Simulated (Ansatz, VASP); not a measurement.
Two plane-wave programs on Sn2P3

```xyz
5
Lattice="3.8063 0.0000 0.0000 -1.9032 3.2964 0.0000 0.0000 0.0000 8.3858" Properties=species:S:1:pos:R:3 pbc="T T T"
Sn    0.0000    2.1976    1.7150
Sn    1.9032    1.0988    6.6708
P     0.0000    0.0000    0.0000
P     0.0000    2.1976    5.2142
P     1.9032    1.0988    3.1716
```

Alike in both runs: functional r2SCAN; k mesh 12 × 12 × 6; occupations gaussian, width 0.1 eV; no spin polarisation.

Ansatz relaxed the structure, and its values are those at the end. VASP's run is a single point on that final structure, the one shown.

|  | VASP | Ansatz |
| --- | --- | --- |
| version | VASP 6.6.1 | Ansatz 0.2.0 |
| potentials or method | VASP PAW PBE potentials, release 64 (Sn_d, P), cutoff 520 eV | scalar-relativistic, plane waves, PAW |
| valence electrons in the cell | 43 | 43 |

|  | VASP | Ansatz | Ansatz less VASP |
| --- | --- | --- | --- |
| gap on the k mesh at the Fermi level (eV) | none | none | - |
| pressure (GPa) | -0.1 | 0.0 | +0.07 |
| rms of the force components (eV/Å) | 0.009 | 0.000 | -0.0085 |

VASP's potentials were made for PBE, not for r2SCAN. A gap of «none» marks a metal or a gap that the smearing closes.
